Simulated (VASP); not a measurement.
The system is MgH2.

```xyz
6
Lattice="4.4849 0.0000 0.0000 0.0000 4.4849 0.0000 0.0000 0.0000 2.9964" Properties=species:S:1:pos:R:3 pbc="T T T"
Mg    0.0000    0.0000    0.0000
Mg    2.2425    2.2425    1.4982
H     1.3665    1.3665    0.0000
H     0.8760    3.6090    1.4982
H     3.1185    3.1185    0.0000
H     3.6090    0.8760    1.4982
```

Base run:

* Program: VASP 6.6.1
* Functional: r2SCANh
* Potentials or basis: VASP PAW PBE potentials, release 64 (Mg, H)
* Cutoff: 520 eV
* k mesh: 4 × 4 × 6
* Occupations: gaussian, width 0.01 eV
* Spin: no spin polarisation

Its results: band gap on the k mesh 5.25 eV, indirect (least direct gap 6.03 eV); pressure -0.6 GPa.

Q: After a change of settings the same cell gave: band gap on the k mesh 3.94 eV, indirect (least direct gap 4.76 eV); pressure 0.8 GPa. Which change was it?
A. functional from r2SCANh to PBE0; further incar settings from ALGO = Normal; EDIFF = 1e-07; NBANDS = 13 to ALGO = Normal; EDIFF = 1e-06; NBANDS = 13
B. functional from r2SCANh to PBE
C. functional from r2SCANh to HSE06; further incar settings from ALGO = Normal; EDIFF = 1e-07; NBANDS = 13 to ALGO = Normal; EDIFF = 1e-06; NBANDS = 13

A: B.

r2SCANh gives the wider gap, since exact exchange removes part of the self-interaction.

Caveats: the PAW data sets were made with another functional, which shifts forces and pressure a little (some runs).
